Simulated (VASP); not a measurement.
# Cu (Fd-3m) in VASP: further runs

The runs below take Cu through density of states, with LDA.

All numbers are computed with VASP 6.6.1; they aren't measurements. Logs are shortened: lines on timing, memory, paths and dates and some standing lists are left out, and cuts for length are marked.

## Step 1: The cell of the first run

The structure is cubic, space group Fd-3m (No. 227). Conventional cell: a = 3.794 Å, b = 3.794 Å, c = 3.794 Å, α = 90.00°, β = 90.00°, γ = 90.00°. Within 2.2 Å of Cu (site symmetry -43m) lie 4 Cu at 1.64 Å.

## Step 2: Density of states, LDA (volume scaled by 0.4)

POSCAR reads:

```
Cu
1.0
    0.0000000000      1.8967953734      1.8967953734
    1.8967953734      0.0000000000      1.8967953734
    1.8967953734      1.8967953734      0.0000000000
Cu
2
Direct
   -0.1250000000     -0.1250000000     -0.1250000000
    0.1250000000      0.1250000000      0.1250000000
```

INCAR.step1 reads:

```
SYSTEM = Cu
  PREC = Accurate
  ENCUT = 520
  EDIFF = 1E-7
  ISMEAR = -1
  SIGMA = 0.08
  LREAL = .FALSE.
  LASPH = .TRUE.
  NELM = 80
  ALGO = Normal
  ISIF = 2
  LWAVE = .FALSE.
  LCHARG = .TRUE.
  LMAXMIX = 4
  GGA = CA
  NBANDS = 18
```

KPOINTS.step1 reads:

```
regular mesh
0
G
  15 15 15
  0 0 0
```

INCAR.step2 reads:

```
SYSTEM = Cu
  PREC = Accurate
  ENCUT = 520
  EDIFF = 1E-7
  ISMEAR = -5
  SIGMA = 0.08
  LREAL = .FALSE.
  LASPH = .TRUE.
  NELM = 80
  ALGO = Normal
  ISIF = 2
  LWAVE = .FALSE.
  LCHARG = .FALSE.
  LMAXMIX = 4
  GGA = CA
  LORBIT = 10
  NEDOS = 2001
  ICHARG = 11
```

KPOINTS.step2 reads:

```
regular mesh
0
G
  23 23 23
  0 0 0
```

Potentials or basis: VASP PAW LDA potentials, release 64 (Cu).

Command:

```
$ cat potpaw_LDA.64/Cu/POTCAR > POTCAR
$ cp INCAR.step1 INCAR
$ cp KPOINTS.step1 KPOINTS
$ mpirun -np 1 vasp_std > vasp.out
$ cp INCAR.step2 INCAR
$ cp KPOINTS.step2 KPOINTS
$ mpirun -np 1 vasp_std > vasp.out
```

OUTCAR:

```text
SYSTEM = Cu
   PREC = Accurate
   ENCUT = 520
   EDIFF = 1E-7
   ISMEAR = -5
   LREAL = .FALSE.
   LASPH = .TRUE.
   NELM = 80
   ISIF = 2
   GGA = CA
   LORBIT = 10
   ICHARG = 11

 ion  position               nearest neighbor table
   1  0.875  0.875  0.875-   2 1.64   2 1.64   2 1.64   2 1.64
   2  0.125  0.125  0.125-   1 1.64   1 1.64   1 1.64   1 1.64

  LATTYP: Found a face centered cubic cell.
 ALAT       =     3.7935907468

  Lattice vectors:

 A1 = (   0.0000000000,   1.8967953734,   1.8967953734)
 A2 = (   1.8967953734,   0.0000000000,   1.8967953734)
 A3 = (   1.8967953734,   1.8967953734,   0.0000000000)

Analysis of symmetry for initial positions (statically):
=====================================================================
 Subroutine PRICEL returns:
 Original cell was already a primitive cell.

 Routine SETGRP: Setting up the symmetry group for a
 face centered cubic supercell.

 Subroutine GETGRP returns: Found 48 space group operations
 (whereof 12 operations were pure point group operations)
 out of a pool of 48 trial point group operations.

The static configuration has the point symmetry D_3d.
 The point group associated with its full space group is O_h .

Analysis of symmetry for dynamics (positions and initial velocities):
=====================================================================
 Subroutine PRICEL returns:
 Original cell was already a primitive cell.

 Routine SETGRP: Setting up the symmetry group for a
 face centered cubic supercell.

 Subroutine GETGRP returns: Found 48 space group operations
 (whereof 12 operations were pure point group operations)
 out of a pool of 48 trial point group operations.

The dynamic configuration has the point symmetry D_3d.
 The point group associated with its full space group is O_h .

 Subroutine INISYM returns: Found 48 space group operations
 (whereof 12 operations are pure point group operations),
 and found     1 'primitive' translations

----------------------------------------------------------------------------------------

                                     Primitive cell

  volume of cell :      13.6487

  direct lattice vectors                    reciprocal lattice vectors
     0.000000000  1.896795373  1.896795373    -0.263602499  0.263602499  0.263602499
     1.896795373  0.000000000  1.896795373     0.263602499 -0.263602499  0.263602499
     1.896795373  1.896795373  0.000000000     0.263602499  0.263602499 -0.263602499

  length of vectors
     2.682473742  2.682473742  2.682473742     0.456572921  0.456572921  0.456572921

  position of ions in fractional coordinates (direct lattice)
     0.875000000  0.875000000  0.875000000
     0.125000000  0.125000000  0.125000000

  ion indices of the primitive-cell ions
   primitive index   ion index
                 1           1
                 2           2

----------------------------------------------------------------------------------------

 KPOINTS: regular mesh

Automatic generation of k-mesh.
 Grid dimensions read from file:
 generate k-points for:   23   23   23

 Generating k-lattice:

  Cartesian coordinates                     Fractional coordinates (reciprocal lattice)
    -0.011460978  0.011460978  0.011460978     0.043478261  0.000000000  0.000000000
     0.011460978 -0.011460978  0.011460978     0.000000000  0.043478261  0.000000000
     0.011460978  0.011460978 -0.011460978     0.000000000  0.000000000  0.043478261

  Length of vectors
     0.019850997  0.019850997  0.019850997

  Shift w.r.t. Gamma in fractional coordinates (k-lattice)
     0.000000000  0.000000000  0.000000000

 TETIRR: Found   1662 inequivalent tetrahedra from    73002

 Subroutine IBZKPT returns following result:
 ===========================================

 Found    364 irreducible k-points:

 Following reciprocal coordinates:
            Coordinates               Weight
  0.000000  0.000000  0.000000      1.000000
  0.043478  0.000000  0.000000      8.000000
  0.086957  0.000000  0.000000      8.000000
  0.130435  0.000000  0.000000      8.000000
  0.173913  0.000000  0.000000      8.000000
  0.217391  0.000000  0.000000      8.000000
[... 16 lines left out ...]
  0.478261  0.043478  0.000000     24.000000
 -0.478261  0.043478  0.000000     24.000000
 [... further k-points ...]
   k-points           NKPTS =    364   k-points in BZ     NKDIM =    364   number of bands    NBANDS=     15
   number of dos      NEDOS =   2001   number of ions     NIONS =      2
   total plane-waves  NPLWV =   8000
   dimension x,y,z NGX =    20 NGY =   20 NGZ =   20
   dimension x,y,z NGXF=    40 NGYF=   40 NGZF=   40
   ions per type =               2
   NGX,Y,Z   is equivalent  to a cutoff of  12.39, 12.39, 12.39 a.u.
   NGXF,Y,Z  is equivalent  to a cutoff of  24.79, 24.79, 24.79 a.u.
 SYSTEM =  Cu
   PREC   = accura    normal or accurate (medium, high low for compatibility)
   ISTART =      0    job   : 0-new  1-cont  2-samecut
   ICHARG =     11    charge: 1-file 2-atom 10-const
   ISPIN  =      1    spin polarized calculation?
   LNONCOLLINEAR =      F non collinear calculations
   LSORBIT =      F    spin-orbit coupling
   LASPH  =      T    aspherical Exc in radial PAW
   ENCUT  =  520.0 eV  38.22 Ry    6.18 a.u.   4.99  4.99  4.99*2*pi/ulx,y,z
   NELM   =     80;   NELMIN=  2; NELMDL=  0     # of ELM steps
   EDIFF  = 0.1E-06   stopping-criterion for ELM
   LREAL  =      F    real-space projection
   EDIFFG = 0.1E-05   stopping-criterion for IOM
   NSW    =      0    number of steps for IOM
   IBRION =     -1    ionic relax: 0-MD 1-quasi-New 2-CG
   NFREE  =      0    steps in history (QN), initial steepest desc. (CG)
   ISIF   =      2    stress and relaxation
   ISYM   =      2    0-nonsym 1-usesym 2-fastsym
   POTIM  = 0.5000    time-step for ionic-motion
   TEBEG  =    0.0;   TEEND  =   0.0 temperature during run
   PSTRESS=    0.0 pullay stress
   NELECT =      22.0000    total number of electrons
   NUPDOWN=      -1.0000    fix difference up-down
   EMIN   =  10.00;   EMAX   =-10.00  energy-range for DOS
   EFERMI =   0.00;   METHOD = LEGACY
   ISMEAR =    -5;   SIGMA  =   0.08  broadening in eV -4-tet -1-fermi 0-gaus
   EFERMI_NEDOS =   21; number of points for ismear=-14 and -15
   IALGO  =     38    algorithm
   IMIX   =      4    mixing-type and parameters
     AMIX     =   0.40;   BMIX     =  1.00
     AMIX_MAG =   1.60;   BMIX_MAG =  1.00
  volume/ion in A,a.u.               =       6.82        46.05
  Fermi-wavevector in a.u.,A,eV,Ry     =   1.919487  3.627305 50.129734  3.684432
  Thomas-Fermi vector in A             =   2.954245
   LORBIT       =     10    0 simple, 1 ext, 2 COOP (PROOUT), +10 PAW based schemes
   GGA     = CA    functional components
   LHFCALC =     F    Hartree Fock is set to
   AEXX    =    0.0000 exact exchange contribution
   IVDW    =     0    specifies the selected vdW correction
   LEPSILON=     F    determine dielectric tensor
   LRPA    =     F    only Hartree local field effects (RPA)
 non-spin polarized calculation
 Fermi weights with tetrahedron method with Bloechl corrections
  energy-cutoff  :      520.00
  volume of cell :       13.65
 maximum number of plane-waves:       379

 number of electron      22.0000024 magnetization

 Free energy of the ion-electron system (eV)
  ---------------------------------------------------
  ext. energy  EPLUGINS =         0.00000000
  ---------------------------------------------------
  free energy    TOTEN  =         9.93077983 eV

  energy without entropy =        9.93077983  energy(sigma->0) =        9.93077983

 E-fermi :  18.6100     XC(G=0): -16.3065

 val. band max:       18.8153376072   @ k =  -0.4348   0.4783   0.0435
 cond. band min:      18.5735153071   @ k =  -0.4348   0.1304   0.0435
 fundamental gap:     -0.2418223001
 Fermi energy:        18.6099797656

 k-point     1 :       0.0000    0.0000    0.0000
  band No.  band energies     occupation
      1       3.3326      2.00000
      2       7.7817      2.00000
      3       7.7817      2.00000
      4       8.8257      2.00000
      5       8.8257      2.00000
      6       8.8257      2.00000
      7      12.3353      2.00000
      8      12.3353      2.00000
      9      12.3353      2.00000
     10      15.7449      2.00000
     11      15.7449      2.00000
     12      36.7382      0.00000
     13      36.7382      0.00000
     14      36.7382      0.00000
     15      37.5103      0.00000

 k-point     2 :       0.0435    0.0000    0.0000
  band No.  band energies     occupation
      1       3.3985      2.00000
      2       7.7440      2.00000
      3       7.7440      2.00000
      4       8.8281      2.00000
      5       8.8839      2.00000
      6       8.8839      2.00000
      7      12.2963      2.00000
      8      12.3288      2.00000
      9      12.3288      2.00000
     10      15.7419      2.00000
     11      15.7419      2.00000
     12      35.1464      0.00000
     13      36.3929      0.00000
     14      36.3929      0.00000
     15      37.4073      0.00000

 k-point     3 :       0.0870    0.0000    0.0000
  band No.  band energies     occupation
      1       3.5939      2.00000
      2       7.6578      2.00000
      3       7.6578      2.00000
      4       8.8382      2.00000
      5       9.0270      2.00000
      6       9.0270      2.00000
      7      12.1811      2.00000
      8      12.3144      2.00000
      9      12.3144      2.00000
     10      15.7319      2.00000
     11      15.7319      2.00000
     12      33.1744      0.00000
     13      35.8245      0.00000
     14      35.8245      0.00000
     15      36.8104      0.00000
[... 343 lines left out ...]
 k-point    23 :       0.4783    0.0435    0.0000
  band No.  band energies     occupation
      1       7.4020      2.00000
      2       7.7794      2.00000
      3       8.0631      2.00000
      4       8.6388      2.00000
      5       8.9286      2.00000
      6       8.9889      2.00000
      7      12.1442      2.00000
      8      13.5824      2.00000
      9      13.7052      2.00000
     10      14.9659      2.00000
     11      15.1251      2.00000
     12      18.8711     -0.02116
     13      32.3625      0.00000
     14      32.3636      0.00000
     15      32.9448      0.00000

 k-point    24 :      -0.4783    0.0435    0.0000
  band No.  band energies     occupation
      1       7.4642      2.00000
      2       7.9256      2.00000
      3       7.9602      2.00000
      4       8.7278      2.00000
      5       8.7728      2.00000
      6       8.9412      2.00000
      7      12.2983      2.00000
      8      13.6317      2.00000
      9      13.7455      2.00000
     10      14.9929      2.00000
     11      15.0452      2.00000
     12      18.6152      0.03538
     13      32.0948      0.00000
     14      32.6569      0.00000
     15      32.8605      0.00000

 [... further k-points ...]
[... 5 lines left out ...]
  --------------------------------------------------------------------------------------
  -------------------------------------------------------------------------------------
  Total       48.5517787     48.5517787     48.5517787      0.0000000     -0.0000000     -0.0000000
  in kB     5699.3363331   5699.3363331   5699.3363331      0.0000000     -0.0000000     -0.0000000
  external PRESSURE =    5699.3363331 kB  Pullay stress =       0.0000000 kB

 VOLUME and BASIS-vectors are now :
 -----------------------------------------------------------------------------
  energy-cutoff  :      520.00
  volume of cell :       13.65
      direct lattice vectors                 reciprocal lattice vectors
     0.000000000  1.896795373  1.896795373    -0.263602499  0.263602499  0.263602499
     1.896795373  0.000000000  1.896795373     0.263602499 -0.263602499  0.263602499
     1.896795373  1.896795373  0.000000000     0.263602499  0.263602499 -0.263602499

 POSITION                                       TOTAL-FORCE (eV/Angst)
 -----------------------------------------------------------------------------------
      3.31939      3.31939      3.31939        -0.000000     -0.000000     -0.000000
      0.47420      0.47420      0.47420         0.000000      0.000000      0.000000
 -----------------------------------------------------------------------------------
    total drift:                                0.000000      0.000000     -0.000000

  FREE ENERGIE OF THE ION-ELECTRON SYSTEM (eV)
  ---------------------------------------------------
  free  energy   TOTEN  =         9.9307798265 eV

  energy  without entropy=        9.9307798265  energy(sigma->0) =        9.93077983

 total charge

# of ion       s       p       d       tot
------------------------------------------
    1        0.895   1.120   9.858  11.873
    2        0.895   1.120   9.858  11.873
--------------------------------------------------
tot          1.791   2.241  19.715  23.747
```

Wall time 56 s (1 thread of AMD EPYC 9R14 (Zen 4), shared host); peak memory 0.14 GiB.

Levels at points of the mesh, in eV from the Fermi level:
| k point | band 7 | band 8 | band 9 | band 10 | band 11 | band 12 | band 13 | band 14 | band 15 |
| --- | --- | --- | --- | --- | --- | --- | --- | --- | --- |
| (0.00, 0.00, 0.00) | -6.27 | -6.27 | -6.27 | -2.87 | -2.87 | 18.13 | 18.13 | 18.13 | 18.90 |

Caveat: tetrahedron occupations give inexact forces and stress in metals.

[end of part 1 of 2]
